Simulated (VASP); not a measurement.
# Sc (Fmmm) in VASP: single point with r2SCAN

Aim: the single point of Sc with r2SCAN.

Program: VASP 6.6.1. These are calculated values, not measurements. Logs are shortened: lines on timing, memory, paths and dates and some standing lists are left out, and cuts for length are marked.

## Step 1: The cell of the first run

Symmetry: Fmmm, No. 69, orthorhombic system. The conventional cell has a = 4.371 Å, b = 4.541 Å, c = 4.711 Å, α = 90.00°, β = 90.00°, γ = 90.00°. Within 4.1 Å of Sc (site symmetry mmm) lie 12 Sc at 3.15 to 3.27 Å.

## Step 2: Single point, r2SCAN (strain +0.0375 x Voigt [1, -1, 0, 0, 0, 0])

File POSCAR:

```
Sc
1.0
    0.0000000000      2.1853562500      2.2705000000
    2.3556437500      0.0000000000      2.2705000000
    2.3556437500      2.1853562500      0.0000000000
Sc
1
Direct
    0.0000000000      0.0000000000      0.0000000000
```

File INCAR.step1:

```
  PREC = Accurate
  ENCUT = 520
  ISMEAR = 0
  SIGMA = 0.15
  LREAL = False
  LASPH = True
  NELM = 100
  NBANDS = 12
  GGA = PE
  ALGO = Normal
  EDIFF = 1E-4
  LWAVE = True
  LCHARG = False
```

File INCAR.step2:

```
  PREC = Accurate
  ENCUT = 520
  EDIFF = 1E-7
  ISMEAR = 0
  SIGMA = 0.15
  LREAL = False
  LASPH = True
  NELM = 100
  ALGO = Normal
  ISIF = 2
  LWAVE = False
  LCHARG = True
  METAGGA = R2SCAN
  LMIXTAU = True
  LELF = True
  LVHAR = True
  NBANDS = 12
  ISTART = 1
```

File KPOINTS:

```
regular mesh
0
Gamma
  18 18 18
```

Potentials or basis: VASP PAW PBE potentials, release 64 (Sc_sv).

Command:

```
> cat potpaw_PBE.64/Sc_sv/POTCAR > POTCAR
> cp INCAR.step1 INCAR
> mpirun -np 1 vasp_std > vasp.out
> cp INCAR.step2 INCAR
> mpirun -np 1 vasp_std > vasp.out
```

OUTCAR:

```text
PREC = Accurate
   ENCUT = 520
   EDIFF = 1E-7
   ISMEAR = 0
   LREAL = False
   LASPH = True
   NELM = 100
   ISIF = 2
   METAGGA = R2SCAN
   ISTART = 1

 ion  position               nearest neighbor table
   1  0.000  0.000  0.000-

  LATTYP: Found a face centered orthorhombic cell.
 ALAT       =     4.3707125000
 B/A-ratio  =     1.0389610390
 C/A-ratio  =     1.0779220779

  Lattice vectors:

 A1 = (  -2.3556437500,   0.0000000000,  -2.2705000000)
 A2 = (  -2.3556437500,   2.1853562500,   0.0000000000)
 A3 = (   0.0000000000,   2.1853562500,  -2.2705000000)

Analysis of symmetry for initial positions (statically):
=====================================================================
 Subroutine PRICEL returns:
 Original cell was already a primitive cell.

 Routine SETGRP: Setting up the symmetry group for a
 face centered orthorhombic supercell.

 Subroutine GETGRP returns: Found  8 space group operations
 (whereof  8 operations were pure point group operations)
 out of a pool of  8 trial point group operations.

The static configuration has the point symmetry D_2h.

Analysis of symmetry for dynamics (positions and initial velocities):
=====================================================================
 Subroutine PRICEL returns:
 Original cell was already a primitive cell.

 Routine SETGRP: Setting up the symmetry group for a
 face centered orthorhombic supercell.

 Subroutine GETGRP returns: Found  8 space group operations
 (whereof  8 operations were pure point group operations)
 out of a pool of  8 trial point group operations.

The dynamic configuration has the point symmetry D_2h.

 Subroutine INISYM returns: Found  8 space group operations
 (whereof  8 operations are pure point group operations),
 and found     1 'primitive' translations

----------------------------------------------------------------------------------------

                                     Primitive cell

  volume of cell :      23.3767

  direct lattice vectors                    reciprocal lattice vectors
     0.000000000  2.185356250  2.270500000    -0.212256204  0.228795648  0.220215811
     2.355643750  0.000000000  2.270500000     0.212256204 -0.228795648  0.220215811
     2.355643750  2.185356250  0.000000000     0.212256204  0.228795648 -0.220215811

  length of vectors
     3.151341332  3.271731610  3.213228815     0.381962234  0.381962234  0.381962234

  position of ions in fractional coordinates (direct lattice)
     0.000000000  0.000000000  0.000000000
[... 83 lines left out ...]
   ISYM   =      2    0-nonsym 1-usesym 2-fastsym
   POTIM  = 0.5000    time-step for ionic-motion
   TEBEG  =    0.0;   TEEND  =   0.0 temperature during run
   PSTRESS=    0.0 pullay stress
   NELECT =      11.0000    total number of electrons
   NUPDOWN=      -1.0000    fix difference up-down
   EMIN   =  10.00;   EMAX   =-10.00  energy-range for DOS
   EFERMI =   0.00;   METHOD = LEGACY
   ISMEAR =     0;   SIGMA  =   0.15  broadening in eV -4-tet -1-fermi 0-gaus
   EFERMI_NEDOS =   21; number of points for ismear=-14 and -15
   IALGO  =     38    algorithm
   IMIX   =      4    mixing-type and parameters
     AMIX     =   0.40;   BMIX     =  1.00
     AMIX_MAG =   1.60;   BMIX_MAG =  1.00
  volume/ion in A,a.u.               =      23.38       157.75
  Fermi-wavevector in a.u.,A,eV,Ry     =   1.273341  2.406265 22.060438  1.621396
  Thomas-Fermi vector in A             =   2.406169
   LORBIT       =      0    0 simple, 1 ext, 2 COOP (PROOUT), +10 PAW based schemes
   METAGGA = R2SCAN    functional components
   LHFCALC =     F    Hartree Fock is set to
   AEXX    =    0.0000 exact exchange contribution
   IVDW    =     0    specifies the selected vdW correction
   LEPSILON=     F    determine dielectric tensor
   LRPA    =     F    only Hartree local field effects (RPA)
 non-spin polarized calculation
 Gauss-broadening in eV      SIGMA  =   0.15
  energy-cutoff  :      520.00
  volume of cell :       23.38
 maximum number of plane-waves:       646
   NGX = 11   NGY = 13   NGZ = 11

 number of electron      10.9999998 magnetization

 Free energy of the ion-electron system (eV)
  ---------------------------------------------------
  ext. energy  EPLUGINS =         0.00000000
  ---------------------------------------------------
  free energy    TOTEN  =       -11.28139407 eV

  energy without entropy =      -11.26045250  energy(sigma->0) =      -11.27092329

 E-fermi :   4.1092     XC(G=0): -10.8396

 val. band max:        4.1072739194   @ k =   0.3889   0.0000   0.2222
 cond. band min:       4.1093705682   @ k =  -0.4444   0.1111   0.1111
 fundamental gap:      0.0020966488
 Fermi energy:         4.1092175808

 k-point     1 :       0.0000    0.0000    0.0000
  band No.  band energies     occupation
      1     -47.3008      2.00000
      2     -24.7100      2.00000
      3     -24.7045      2.00000
      4     -24.6910      2.00000
      5      -1.5623      2.00000
      6       5.7541      0.00000
      7       6.0081      0.00000
      8       6.2288      0.00000
      9       7.2738      0.00000
     10       7.7617      0.00000
     11      17.4275      0.00000
     12      20.5932      0.00000
[... 331 lines left out ...]
 k-point    24 :      -0.2222    0.0556    0.0000
  band No.  band energies     occupation
      1     -47.2625      2.00000
      2     -24.9407      2.00000
      3     -24.7506      2.00000
      4     -24.7233      2.00000
      5      -0.0011      2.00000
      6       4.9980      0.00000
      7       6.0012      0.00000
      8       6.4395      0.00000
      9       7.3135      0.00000
     10       7.7714      0.00000
     11      15.7603      0.00000
     12      18.0335      0.00000

 [... further k-points ...]

------------------------ aborting loop because EDIFF is reached ----------------------------------------

  FORCE on cell =-STRESS in cart. coord.  units (eV):
  Direction    XX          YY          ZZ          XY          YZ          ZX
  --------------------------------------------------------------------------------------
  -------------------------------------------------------------------------------------
  Total        0.5525326      0.6973073      0.6397375      0.0000000     -0.0000000      0.0000000
  in kB       37.8691108     47.7915820     43.8459045      0.0000000     -0.0000000      0.0000000
  external PRESSURE =      43.1688658 kB  Pullay stress =       0.0000000 kB

 VOLUME and BASIS-vectors are now :
 -----------------------------------------------------------------------------
  energy-cutoff  :      520.00
  volume of cell :       23.38
      direct lattice vectors                 reciprocal lattice vectors
     0.000000000  2.185356250  2.270500000    -0.212256204  0.228795648  0.220215811
     2.355643750  0.000000000  2.270500000     0.212256204 -0.228795648  0.220215811
     2.355643750  2.185356250  0.000000000     0.212256204  0.228795648 -0.220215811

 POSITION                                       TOTAL-FORCE (eV/Angst)
 -----------------------------------------------------------------------------------
      0.00000      0.00000      0.00000         0.000000     -0.000000      0.000000
 -----------------------------------------------------------------------------------
    total drift:                                0.000000      0.000000      0.000000

  FREE ENERGIE OF THE ION-ELECTRON SYSTEM (eV)
  ---------------------------------------------------
  free  energy   TOTEN  =       -11.2813940748 eV

  energy  without entropy=      -11.2604524967  energy(sigma->0) =      -11.27092329
```

OSZICAR.step1:

```text
N       E                     dE             d eps       ncg     rms          rms(c)
DAV:   1     0.739814492263E+02    0.73981E+02   -0.51011E+03 20804   0.904E+02
DAV:   2    -0.541562788720E+01   -0.79397E+02   -0.77821E+02 20772   0.285E+02
DAV:   3    -0.681680267977E+01   -0.14012E+01   -0.13715E+01 27544   0.500E+01
DAV:   4    -0.683949951552E+01   -0.22697E-01   -0.22681E-01 25944   0.512E+00
DAV:   5    -0.683985603877E+01   -0.35652E-03   -0.35652E-03 27592   0.614E-01    0.558E+00
DAV:   6    -0.626992405698E+01    0.56993E+00   -0.85666E-01 31488   0.134E+01    0.166E+00
DAV:   7    -0.619824612584E+01    0.71678E-01   -0.16515E-01 33180   0.564E+00    0.548E-01
DAV:   8    -0.619424625809E+01    0.39999E-02   -0.12428E-02 26076   0.160E+00    0.160E-01
DAV:   9    -0.619379022231E+01    0.45604E-03   -0.18202E-03 31244   0.636E-01    0.288E-02
DAV:  10    -0.619378515803E+01    0.50643E-05   -0.44997E-05 12416   0.949E-02
   1 F= -.61937852E+01 E0= -.61832862E+01  d E =-.209980E-01
```

Wall time 14 min (1 thread of Intel Xeon 8259CL, shared host); peak memory 0.34 GiB.

What came out:

```yaml
Free_energy: -11.2814 eV
Pressure: 4.3 GPa
Band_gap_on_the_k_mesh: zero (an odd number of electrons rules out a gap without spin polarisation)
```

Stress tensor (GPa, compression positive):
```
3.79 0.00 0.00
0.00 4.78 0.00
0.00 0.00 4.38
```

Caveat: the cell differs from its parent crystal (strain +0.0375 x Voigt [1, -1, 0, 0, 0, 0]); the cell stands under pressure; the PAW data sets were made with another functional, which shifts forces and pressure a little.
